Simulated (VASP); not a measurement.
The system is Al.

```
Al
1.0
     0.00000    2.02500    2.02500
     2.02500    0.00000    2.02500
     2.02500    2.02500    0.00000
Al
1
Direct
  0.00000 0.00000 0.00000
```

| Property | Result |
| --- | --- |
| Program | VASP 6.6.1 |
| Task | relaxation of cell and atoms |
| Functional | PBEsol |
| Potentials or basis | VASP PAW PBE potentials, release 64 (Al) |
| Cutoff | 600 eV |
| k mesh | 34 × 34 × 34 |
| Occupations | gaussian, width 0.1 eV |
| Spin | no spin polarisation |

At the start: pressure -2.0 GPa; volume 16.61 Å³/atom.

Problem. Where does the relaxation end?

Solution. Over 3 steps the energy falls by 2.7 meV/atom and the volume is 16.18 Å³/atom (-2.6 %); space group Fm-3m (No. 225, to 0.1 Å) before and after.

Step by step:
```
step  energy change (eV)  largest force (eV/Å)  pressure (GPa)  volume (Å³)
   1              0.0000                0.0000           -2.00        16.61
   2             -0.0026                0.0000            0.36        16.11
   3             -0.0027                0.0000            0.00        16.18
```

Final structure:
```xyz
1
Lattice="0.0000 2.0076 2.0076 2.0076 0.0000 2.0076 2.0076 2.0076 0.0000" Properties=species:S:1:pos:R:3 pbc="T T T"
Al    0.0000    0.0000    0.0000
```

Caveat: the PAW data sets were made with another functional, which shifts forces and pressure a little.
